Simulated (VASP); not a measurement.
Input of a VASP 6.6.1 run:

INCAR

```
SYSTEM = Tl5Ir
PREC = Accurate ; ENCUT = 600
EDIFF = 1E-6 ; ISMEAR = 0
SIGMA = 0.1 ; LREAL = .FALSE.
LASPH = .TRUE. ; NELM = 60
ALGO = Normal ; ISIF = 3
LWAVE = .FALSE. ; LCHARG = .FALSE.
GGA = PE ; IBRION = 2
NSW = 90 ; EDIFFG = -0.04
```

KPOINTS

```
Automatic mesh
0
G
  6 6 1
  0 0 0
```

POSCAR

```
Tl5Ir
1.0
    3.2063251400      0.0000000000      0.0000000000
   -1.6031625700      2.7767590200      0.0000000000
    0.0000000000      0.0000000000     17.8794279000
Tl Ir
5 1
Direct
    0.3333333300      0.6666666700      0.1432778600
    0.6666666700      0.3333333300      0.3216389300
    0.3333333300      0.6666666700      0.5000000000
    0.6666666700      0.3333333300      0.6783610700
    0.3333333300      0.6666666700      0.8567221400
    0.0000000000      0.0000000000      0.0000000000
```

Potentials or basis: VASP PAW PBE potentials, release 64 (Tl_d, Ir).

Launch:

```bash
$ cat potpaw_PBE.64/Tl_d/POTCAR potpaw_PBE.64/Ir/POTCAR > POTCAR
$ mpirun -np 1 vasp_std > vasp.out
```

(1) What does it give for the band gap on the k mesh?

(2) Predict the relaxed volume.

## Answers

(1) zero (bands 37 and 38 overlap by 0.42 eV).

(2) 26.84 Å³/atom.

Caveat: the k points lie up to 0.39 Å⁻¹ apart in the final cell; spin-orbit coupling is left out, which moves the levels of the heavy elements.
